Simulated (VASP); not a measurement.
# ZrSc3F2: single point with PBE

Crystal: ZrSc3F2.

```xyz
6
Lattice="3.6961 0.0000 0.0000 0.0000 3.6961 0.0000 0.0000 0.0000 8.0231" Properties=species:S:1:pos:R:3 pbc="T T T"
Zr    0.0000    0.0000    0.1479
Sc    1.8480    1.8480    1.3625
Sc    0.0000    0.0000    3.3733
Sc    1.8480    1.8480    6.1682
F     1.8480    0.0000    4.7047
F     0.0000    1.8480    4.7047
```

The cell was built from a structure type or drawn by symmetry, and may not be a known phase.

| Item | Value |
| --- | --- |
| Program | VASP 6.6.1 |
| Task | single point |
| Functional | PBE |
| Potentials or basis | VASP PAW PBE potentials, release 64 (Zr_sv, Sc_sv, F) |
| Cutoff | 520 eV |
| k mesh | 6 × 6 × 2 |
| Occupations | gaussian, width 0.1 eV |
| Spin | collinear spin |
| Starting moments | [1.0, 1.0, 1.0, 1.0, 0.0, 0.0] μB |
| Dipole correction | no |
| Further INCAR settings | ALGO = Normal; EDIFF = 1e-06; NBANDS = 42 |

- Pressure: 0.2 GPa
- Largest force: 0.039 eV/Å
- Net moment: 0.38 μB per cell
- Site moments: Zr +0.14; Sc +0.10, -0.01, +0.04; F -0.00 μB
- Valence electrons inside the program's atomic spheres: Zr 9.89; Sc 9.57, 9.26, 9.24; F 6.11

Forces in eV/Å, atoms in the order of the input:
```
Zr   0.000  0.000 -0.028
Sc   0.000  0.000  0.025
Sc   0.000  0.000 -0.030
Sc   0.000  0.000  0.039
F    0.000  0.000 -0.003
F    0.000  0.000 -0.003
```

Levels at points of the mesh, in eV from the Fermi level:
Spin up:
| k point | band 27 | band 28 | band 29 | band 30 | band 31 | band 32 | band 33 | band 34 |
| --- | --- | --- | --- | --- | --- | --- | --- | --- |
| (0.00, 0.00, 0.00) | -1.81 | -0.82 | -0.35 | 0.70 | 0.98 | 1.05 | 1.05 | 1.24 |
| (0.50, 0.00, 0.00) | -1.26 | -1.23 | -0.01 | 0.09 | 0.72 | 0.87 | 1.04 | 1.10 |
| (0.50, 0.50, 0.00) | -0.91 | -0.91 | -0.13 | 0.04 | 0.05 | 0.05 | 0.85 | 0.85 |
| (0.00, 0.00, 0.50) | -1.72 | -0.93 | 0.06 | 0.35 | 0.73 | 1.10 | 1.10 | 1.49 |
| (0.50, 0.00, 0.50) | -1.15 | -1.15 | -0.07 | 0.02 | 0.52 | 0.79 | 0.96 | 1.05 |
| (0.50, 0.50, 0.50) | -0.91 | -0.91 | -0.06 | 0.06 | 0.06 | 0.06 | 0.85 | 0.85 |
Spin down:
```tsv
k point	band 25	band 26	band 27	band 28	band 29	band 30	band 31	band 32	band 33	band 34
(0.00, 0.00, 0.00)	-4.42	-1.75	-1.73	-0.77	-0.37	0.86	1.00	1.13	1.13	1.24
(0.50, 0.00, 0.00)	-2.19	-2.05	-1.19	-1.17	0.16	0.24	0.74	0.89	1.02	1.13
(0.50, 0.50, 0.00)	-1.44	-1.11	-0.83	-0.83	-0.16	0.10	0.10	0.11	0.99	0.99
(0.00, 0.00, 0.50)	-4.08	-2.42	-1.63	-0.88	0.05	0.36	0.92	1.18	1.18	1.49
(0.50, 0.00, 0.50)	-2.15	-2.08	-1.10	-1.08	0.09	0.15	0.55	0.80	0.98	1.07
(0.50, 0.50, 0.50)	-1.52	-1.16	-0.84	-0.84	-0.09	0.11	0.11	0.12	1.00	1.00
```

It took 3.9 min on 1 thread of Intel(R) Xeon(R) Platinum 8259CL CPU @ 2.50GHz (Skylake/Cascade Lake) (shared host), peak memory 0.32 GiB.

Caveat: the k points lie up to 0.39 Å⁻¹ apart.
